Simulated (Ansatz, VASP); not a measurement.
One calculation of Ti, two programs

File INCAR:

```
SYSTEM = Ti
PREC     = Accurate       ! precision mode
ENCUT    = 520            ! plane-wave cutoff, eV
EDIFF    = 1E-7           ! SCF threshold, eV
ISMEAR   = 0              ! smearing method
SIGMA    = 0.15           ! smearing width, eV
LREAL    = .FALSE.        ! projectors in reciprocal space
LASPH    = .TRUE.         ! aspherical terms in the spheres
NELM     = 80             ! most SCF steps
ALGO     = Fast           ! electronic algorithm
ISIF     = 2              ! what is computed and relaxed
LWAVE    = .FALSE.        ! write WAVECAR
LCHARG   = .TRUE.         ! write CHGCAR
LELF     = .TRUE.         ! ELF
LVHAR    = .TRUE.       
NBANDS   = 12             ! bands
```

The input KPOINTS:

```
regular mesh
0
G
  22 22 22
  0 0 0
```

Contents of POSCAR:

```
Ti
1.0
    0.0000000000      2.1316977919      1.9733126460
    2.1316977919      0.0000000000      1.9733126460
    2.1316977919      2.1316977919      0.0000000000
Ti
1
Direct
    0.0000000000      0.0000000000      0.0000000000
```

Input for Ansatz:

```yaml
crystal:
  lattice:
    - [0.0, 2.1316977919, 1.973312646]
    - [2.1316977919, 0.0, 1.973312646]
    - [2.1316977919, 2.1316977919, 0.0]
  atoms:
    - { symbol: Ti, position: [0.0, 0.0, 0.0] }
basis:
  ecutwfc: 520.0
kpoints:
  mp_grid: { grid: [22, 22, 22] }
hamiltonian:
  xc: lda
  pseudopotentials: { kind: paw, azcp: { folder: soft_1 } }
scf:
  occupations: { method: gaussian, width: 0.15 }
output:
  forces: true
  stress: true
  eigenvalues: true
```

Alike in both runs: task single point; functional LDA; k mesh 22 × 22 × 22; occupations gaussian, width 0.15 eV; no spin polarisation.

```csv
,VASP,Ansatz
version,VASP 6.6.1,Ansatz 0.2.0
potentials or method,"VASP PAW LDA potentials, release 64 (Ti_sv), cutoff 520 eV","scalar-relativistic, plane waves, PAW"
valence electrons in the cell,12,12
```

VASP gave:

- gap on the k mesh at the Fermi level (eV): none
- pressure (GPa): -11.4
- traceless stress, the component that is largest in VASP (GPa): 1.48

**Question.** What did Ansatz give for the same quantities?

**Answer.** gap on the k mesh at the Fermi level (eV): none; pressure (GPa): -11.3; traceless stress, the component that is largest in VASP (GPa): 1.48.

Ansatz warns that its potentials were made for another functional, while VASP's fit it. LDA's correlation is that of Perdew and Zunger in VASP and of Perdew and Wang (1992) in Ansatz. A gap of «none» marks a metal or a gap that the smearing closes.
